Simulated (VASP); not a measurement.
# Li2S (Fm-3m) in VASP: further runs

Li2S is run at these levels: PBEsol; tasks: single point, relaxation of cell and atoms.

All numbers are computed with VASP 6.6.1; they aren't measurements. Logs are shortened: lines on timing, memory, paths and dates and some standing lists are left out, and cuts for length are marked.

## 1. The cell of the first run

Symmetry: Fm-3m, No. 225, cubic system. Conventional cell: a = 5.654 Å, b = 5.654 Å, c = 5.654 Å, α = 90.00°, β = 90.00°, γ = 90.00°. Li (site symmetry -43m) has 4 S at 2.45 Å and 6 Li at 2.83 Å within 3.2 Å. S (site symmetry m-3m) has 8 Li at 2.45 Å within 3.2 Å.

## 2. Single point, PBEsol

Contents of INCAR:

```
ALGO     = Normal         # electronic algorithm
EDIFF    = 1E-6           # SCF threshold, eV
ENCUT    = 750            # plane-wave cutoff, eV
GGA      = PS             # functional
GGA_COMPAT= False        
ISIF     = 2              # what is computed and relaxed
ISMEAR   = 0              # smearing method
LASPH    = True           # aspherical terms in the spheres
LCHARG   = True           # write CHGCAR
LELF     = True           # ELF
LREAL    = False          # projectors in reciprocal space
LVHAR    = True         
LWAVE    = False          # write WAVECAR
NBANDS   = 13             # bands
NELM     = 120            # most SCF steps
PREC     = Accurate       # precision mode
SIGMA    = 0.02           # smearing width, eV
```

Contents of KPOINTS:

```
k-points
0
Gamma
  8 8 8
```

Contents of POSCAR:

```
Li2S
1.0
    0.0000000000      2.8270784644      2.8270784644
    2.8270784644      0.0000000000      2.8270784644
    2.8270784644      2.8270784644      0.0000000000
Li S
2 1
Direct
    0.2500000000      0.2500000000      0.2500000000
    0.7500000000      0.7500000000      0.7500000000
    0.0000000000      0.0000000000      0.0000000000
```

Potentials or basis: VASP PAW PBE potentials, release 64 (Li_sv, S).

On the command line:

```sh
cat potpaw_PBE.64/Li_sv/POTCAR potpaw_PBE.64/S/POTCAR > POTCAR
mpirun -np 1 vasp_std > vasp.out
```

OUTCAR:

```text
EDIFF = 1E-6
   ENCUT = 750
   GGA = PS
   ISIF = 2
   ISMEAR = 0
   LASPH = True
   LREAL = False
   NELM = 120
   PREC = Accurate

 ion  position               nearest neighbor table
   1  0.250  0.250  0.250-   3 2.45   3 2.45   3 2.45   3 2.45
   2  0.750  0.750  0.750-   3 2.45   3 2.45   3 2.45   3 2.45
   3  0.000  0.000  0.000-   2 2.45   2 2.45   2 2.45   1 2.45   2 2.45   1 2.45   1 2.45   1 2.45

  LATTYP: Found a face centered cubic cell.
 ALAT       =     5.6541569288

  Lattice vectors:

 A1 = (   0.0000000000,   2.8270784644,   2.8270784644)
 A2 = (   2.8270784644,   0.0000000000,   2.8270784644)
 A3 = (   2.8270784644,   2.8270784644,   0.0000000000)

Analysis of symmetry for initial positions (statically):
=====================================================================
 Subroutine PRICEL returns:
 Original cell was already a primitive cell.

 Routine SETGRP: Setting up the symmetry group for a
 face centered cubic supercell.

 Subroutine GETGRP returns: Found 48 space group operations
 (whereof 48 operations were pure point group operations)
 out of a pool of 48 trial point group operations.

The static configuration has the point symmetry O_h .

Analysis of symmetry for dynamics (positions and initial velocities):
=====================================================================
 Subroutine PRICEL returns:
 Original cell was already a primitive cell.

 Routine SETGRP: Setting up the symmetry group for a
 face centered cubic supercell.

 Subroutine GETGRP returns: Found 48 space group operations
 (whereof 48 operations were pure point group operations)
 out of a pool of 48 trial point group operations.

The dynamic configuration has the point symmetry O_h .

 Subroutine INISYM returns: Found 48 space group operations
 (whereof 48 operations are pure point group operations),
 and found     1 'primitive' translations

----------------------------------------------------------------------------------------

                                     Primitive cell

  volume of cell :      45.1901

  direct lattice vectors                    reciprocal lattice vectors
     0.000000000  2.827078464  2.827078464    -0.176861027  0.176861027  0.176861027
     2.827078464  0.000000000  2.827078464     0.176861027 -0.176861027  0.176861027
     2.827078464  2.827078464  0.000000000     0.176861027  0.176861027 -0.176861027

  length of vectors
     3.998092706  3.998092706  3.998092706     0.306332284  0.306332284  0.306332284

  position of ions in fractional coordinates (direct lattice)
     0.250000000  0.250000000  0.250000000
     0.750000000  0.750000000  0.750000000
     0.000000000  0.000000000  0.000000000

  ion indices of the primitive-cell ions
   primitive index   ion index
                 1           1
                 2           2
                 3           3

----------------------------------------------------------------------------------------

 KPOINTS: k-points

Automatic generation of k-mesh.
 Grid dimensions read from file:
 generate k-points for:    8    8    8

 Generating k-lattice:

  Cartesian coordinates                     Fractional coordinates (reciprocal lattice)
    -0.022107628  0.022107628  0.022107628     0.125000000  0.000000000  0.000000000
     0.022107628 -0.022107628  0.022107628     0.000000000  0.125000000  0.000000000
     0.022107628  0.022107628 -0.022107628     0.000000000  0.000000000  0.125000000

  Length of vectors
     0.038291536  0.038291536  0.038291536

  Shift w.r.t. Gamma in fractional coordinates (k-lattice)
     0.000000000  0.000000000  0.000000000

 Subroutine IBZKPT returns following result:
 ===========================================

 Found     29 irreducible k-points:

 Following reciprocal coordinates:
            Coordinates               Weight
  0.000000  0.000000  0.000000      1.000000
  0.125000  0.000000  0.000000      8.000000
  0.250000  0.000000  0.000000      8.000000
  0.375000  0.000000  0.000000      8.000000
  0.500000  0.000000  0.000000      4.000000
  0.125000  0.125000  0.000000      6.000000
[... 16 lines left out ...]
  0.500000  0.250000  0.125000     48.000000
 -0.375000  0.250000  0.125000     24.000000
 [... further k-points ...]
   k-points           NKPTS =     29   k-points in BZ     NKDIM =     29   number of bands    NBANDS=     13
   number of dos      NEDOS =    301   number of ions     NIONS =      3
   total plane-waves  NPLWV =  46656
   dimension x,y,z NGX =    36 NGY =   36 NGZ =   36
   dimension x,y,z NGXF=    72 NGYF=   72 NGZF=   72
   ions per type =               2   1
   NGX,Y,Z   is equivalent  to a cutoff of  14.97, 14.97, 14.97 a.u.
   NGXF,Y,Z  is equivalent  to a cutoff of  29.94, 29.94, 29.94 a.u.
 SYSTEM =  unknown system
   PREC   = accura    normal or accurate (medium, high low for compatibility)
   ISTART =      0    job   : 0-new  1-cont  2-samecut
   ICHARG =      2    charge: 1-file 2-atom 10-const
   ISPIN  =      1    spin polarized calculation?
   LNONCOLLINEAR =      F non collinear calculations
   LSORBIT =      F    spin-orbit coupling
   LASPH  =      T    aspherical Exc in radial PAW
   ENCUT  =  750.0 eV  55.12 Ry    7.42 a.u.   8.93  8.93  8.93*2*pi/ulx,y,z
   NELM   =    120;   NELMIN=  2; NELMDL= -5     # of ELM steps
   EDIFF  = 0.1E-05   stopping-criterion for ELM
   LREAL  =      F    real-space projection
   EDIFFG = 0.1E-04   stopping-criterion for IOM
   NSW    =      0    number of steps for IOM
   IBRION =     -1    ionic relax: 0-MD 1-quasi-New 2-CG
   NFREE  =      0    steps in history (QN), initial steepest desc. (CG)
   ISIF   =      2    stress and relaxation
   ISYM   =      2    0-nonsym 1-usesym 2-fastsym
   POTIM  = 0.5000    time-step for ionic-motion
   TEBEG  =    0.0;   TEEND  =   0.0 temperature during run
   PSTRESS=    0.0 pullay stress
   NELECT =      12.0000    total number of electrons
   NUPDOWN=      -1.0000    fix difference up-down
   EMIN   =  10.00;   EMAX   =-10.00  energy-range for DOS
   EFERMI =   0.00;   METHOD = LEGACY
   ISMEAR =     0;   SIGMA  =   0.02  broadening in eV -4-tet -1-fermi 0-gaus
   EFERMI_NEDOS =   21; number of points for ismear=-14 and -15
   IALGO  =     38    algorithm
   IMIX   =      4    mixing-type and parameters
     AMIX     =   0.40;   BMIX     =  1.00
     AMIX_MAG =   1.60;   BMIX_MAG =  1.00
  volume/ion in A,a.u.               =      15.06       101.65
  Fermi-wavevector in a.u.,A,eV,Ry     =   1.052254  1.988472 15.064903  1.107239
  Thomas-Fermi vector in A             =   2.187330
   LORBIT       =      0    0 simple, 1 ext, 2 COOP (PROOUT), +10 PAW based schemes
   GGA     = PS    functional components
   LHFCALC =     F    Hartree Fock is set to
   AEXX    =    0.0000 exact exchange contribution
   IVDW    =     0    specifies the selected vdW correction
   LEPSILON=     F    determine dielectric tensor
   LRPA    =     F    only Hartree local field effects (RPA)
 non-spin polarized calculation
 Gauss-broadening in eV      SIGMA  =   0.02
  energy-cutoff  :      750.00
  volume of cell :       45.19
 maximum number of plane-waves:      2148
   NGX = 17   NGY = 17   NGZ = 17

 number of electron      11.9999996 magnetization

 Free energy of the ion-electron system (eV)
  ---------------------------------------------------
  ext. energy  EPLUGINS =         0.00000000
  ---------------------------------------------------
  free energy    TOTEN  =       -12.37687734 eV

  energy without entropy =      -12.37687734  energy(sigma->0) =      -12.37687734

 E-fermi :   1.7367     XC(G=0):  -8.7280

 val. band max:        1.5559722752   @ k =   0.0000   0.0000   0.0000
 cond. band min:       4.7597039896   @ k =   0.5000   0.5000   0.0000
 fundamental gap:      3.2037317144
 Fermi energy:         1.7367036020

 k-point     1 :       0.0000    0.0000    0.0000
  band No.  band energies     occupation
      1     -41.8930      2.00000
      2     -41.8430      2.00000
      3      -9.5271      2.00000
      4       1.5560      2.00000
      5       1.5560      2.00000
      6       1.5560      2.00000
      7       5.7737      0.00000
      8       7.7146      0.00000
      9       7.7146      0.00000
     10       7.7146      0.00000
     11      12.7501      0.00000
     12      12.7501      0.00000
     13      13.9413      0.00000

 k-point     2 :       0.1250    0.0000    0.0000
  band No.  band energies     occupation
      1     -41.8909      2.00000
      2     -41.8448      2.00000
      3      -9.4675      2.00000
      4       0.9276      2.00000
      5       1.4633      2.00000
      6       1.4633      2.00000
      7       6.2149      0.00000
      8       7.9568      0.00000
      9       7.9568      0.00000
     10       8.0875      0.00000
     11      11.7434      0.00000
     12      11.7434      0.00000
     13      14.0975      0.00000

 k-point     3 :       0.2500    0.0000    0.0000
  band No.  band energies     occupation
      1     -41.8852      2.00000
      2     -41.8498      2.00000
      3      -9.3140      2.00000
      4      -0.2110      2.00000
      5       1.2636      2.00000
      6       1.2636      2.00000
      7       6.8923      0.00000
      8       8.2828      0.00000
      9       8.2828      0.00000
     10       8.9576      0.00000
     11      11.3745      0.00000
     12      11.3745      0.00000
     13      14.5745      0.00000
[... 305 lines left out ...]
 k-point    23 :       0.5000    0.2500    0.1250
  band No.  band energies     occupation
      1     -41.8746      2.00000
      2     -41.8592      2.00000
      3      -9.0587      2.00000
      4      -0.8971      2.00000
      5       0.2764      2.00000
      6       0.7604      2.00000
      7       7.1847      0.00000
      8       8.3003      0.00000
      9       9.5455      0.00000
     10       9.9843      0.00000
     11      11.5640      0.00000
     12      13.9951      0.00000
     13      15.4430      0.00000

 k-point    24 :      -0.3750    0.2500    0.1250
  band No.  band energies     occupation
      1     -41.8668      2.00000
      2     -41.8668      2.00000
      3      -8.9973      2.00000
      4      -1.1400      2.00000
      5       0.2580      2.00000
      6       0.6051      2.00000
      7       7.3116      0.00000
      8       8.1717      0.00000
      9       9.9079      0.00000
     10      10.5592      0.00000
     11      11.9277      0.00000
     12      13.2484      0.00000
     13      15.0535      0.00000

 [... further k-points ...]
[... 5 lines left out ...]
  --------------------------------------------------------------------------------------
  -------------------------------------------------------------------------------------
  Total       -0.0104013     -0.0104013     -0.0104013     -0.0000000      0.0000000      0.0000000
  in kB       -0.3687694     -0.3687694     -0.3687694     -0.0000000      0.0000000      0.0000000
  external PRESSURE =      -0.3687694 kB  Pullay stress =       0.0000000 kB

 VOLUME and BASIS-vectors are now :
 -----------------------------------------------------------------------------
  energy-cutoff  :      750.00
  volume of cell :       45.19
      direct lattice vectors                 reciprocal lattice vectors
     0.000000000  2.827078464  2.827078464    -0.176861027  0.176861027  0.176861027
     2.827078464  0.000000000  2.827078464     0.176861027 -0.176861027  0.176861027
     2.827078464  2.827078464  0.000000000     0.176861027  0.176861027 -0.176861027

 POSITION                                       TOTAL-FORCE (eV/Angst)
 -----------------------------------------------------------------------------------
      1.41354      1.41354      1.41354        -0.000000     -0.000000     -0.000000
      4.24062      4.24062      4.24062         0.000000      0.000000      0.000000
      0.00000      0.00000      0.00000         0.000000      0.000000     -0.000000
 -----------------------------------------------------------------------------------
    total drift:                                0.000000      0.000000      0.000000

  FREE ENERGIE OF THE ION-ELECTRON SYSTEM (eV)
  ---------------------------------------------------
  free  energy   TOTEN  =       -12.3768773443 eV

  energy  without entropy=      -12.3768773443  energy(sigma->0) =      -12.37687734
```

Wall time 12 s (1 thread of Intel Xeon 6975P-C (Granite Rapids), shared host); peak memory 0.2 GiB.

Results:

```
Free energy            : -12.3769 eV
Pressure               : 0.0 GPa
Band gap on the k mesh : 3.20 eV, indirect (least direct gap 4.22 eV)
```

Caveat: the PAW data sets were made with another functional, which shifts forces and pressure a little.

## 3. Relaxation of cell and atoms, PBEsol

This run uses another cell than the first one, of 15.50 Å³/atom, 1.029 times its volume.

Contents of INCAR:

```
SYSTEM = Li2S
PREC     = Accurate       ! precision mode
ENCUT    = 750            ! plane-wave cutoff, eV
EDIFF    = 1E-7           ! SCF threshold, eV
ISMEAR   = 0              ! smearing method
SIGMA    = 0.02           ! smearing width, eV
LREAL    = .FALSE.        ! projectors in reciprocal space
LASPH    = .TRUE.         ! aspherical terms in the spheres
NELM     = 120            ! most SCF steps
ALGO     = Normal         ! electronic algorithm
ISIF     = 3              ! what is computed and relaxed
LWAVE    = .FALSE.        ! write WAVECAR
LCHARG   = .FALSE.        ! write CHGCAR
GGA      = PS             ! functional
IBRION   = 2              ! ionic algorithm
NSW      = 100            ! ionic steps
EDIFFG   = -0.005         ! ionic threshold
GGA_COMPAT= .FALSE.      
NELMIN   = 4
```

Contents of KPOINTS:

```
Automatic mesh
0
G
  8 8 8
  0 0 0
```

Contents of POSCAR:

```
Li2S
1.0
    0.0000000000      2.8540000000      2.8540000000
    2.8540000000      0.0000000000      2.8540000000
    2.8540000000      2.8540000000      0.0000000000
Li S
2 1
Direct
    0.2500000000      0.2500000000      0.2500000000
    0.7500000000      0.7500000000      0.7500000000
    0.0000000000      0.0000000000      0.0000000000
```

Potentials or basis: VASP PAW PBE potentials, release 64 (Li_sv, S).

On the command line:

```sh
cat potpaw_PBE.64/Li_sv/POTCAR potpaw_PBE.64/S/POTCAR > POTCAR
mpirun -np 1 vasp_std > vasp.out
```

Run time: 23 s. Hardware: 1 thread of Intel Xeon 6975P-C (Granite Rapids), shared host; peak memory 0.2 GiB.

Results (log left out):

```
Free energy                            : -12.3777 eV
Relaxed volume                         : 15.07 Å³/atom
Relaxed cell                           : a = 3.999 Å, b = 3.999 Å, c = 3.999 Å, α = 60.00°, β = 60.00°, γ = 60.00°
Space group after relaxing (to 0.05 Å) : Fm-3m (No. 225)
Energy gained by relaxing              : 1.6 meV/atom
Ionic steps                            : 3
Pressure after relaxing                : 0.0 GPa
Band gap on the k mesh                 : 3.20 eV, indirect (least direct gap 4.22 eV)
```

The path:
| step | energy change (eV) | largest force (eV/Å) | pressure (GPa) | volume (Å³) |
| --- | --- | --- | --- | --- |
| 1 | 0.0000 | 0.0000 | -1.14 | 46.49 |
| 2 | -0.0038 | 0.0000 | -0.51 | 45.75 |
| 3 | -0.0047 | 0.0000 | -0.01 | 45.21 |

Final structure:
```
CELL_PARAMETERS angstrom
0.00000 2.82745 2.82745
2.82745 0.00000 2.82745
2.82745 2.82745 0.00000
ATOMIC_POSITIONS crystal
Li 0.25000 0.25000 0.25000
Li 0.75000 0.75000 0.75000
S 0.00000 0.00000 0.00000
```

Levels at points of the mesh, in eV from the valence-band top:
| k point | band 3 | band 4 | band 5 | band 6 | band 7 | band 8 | band 9 | band 10 |
| --- | --- | --- | --- | --- | --- | --- | --- | --- |
| (0.00, 0.00, 0.00) | -11.08 | 0.00 | 0.00 | 0.00 | 4.22 | 6.16 | 6.16 | 6.16 |
| (0.50, 0.00, 0.00) | -10.62 | -3.00 | -0.53 | -0.53 | 6.10 | 6.49 | 6.49 | 8.35 |
| (0.50, 0.50, 0.00) | -10.49 | -2.24 | -1.49 | -1.49 | 3.20 | 7.08 | 11.13 | 11.13 |

Caveat: the PAW data sets were made with another functional, which shifts forces and pressure a little. Expect the measured gap to be larger: semilocal functionals such as PBEsol lack the derivative discontinuity.
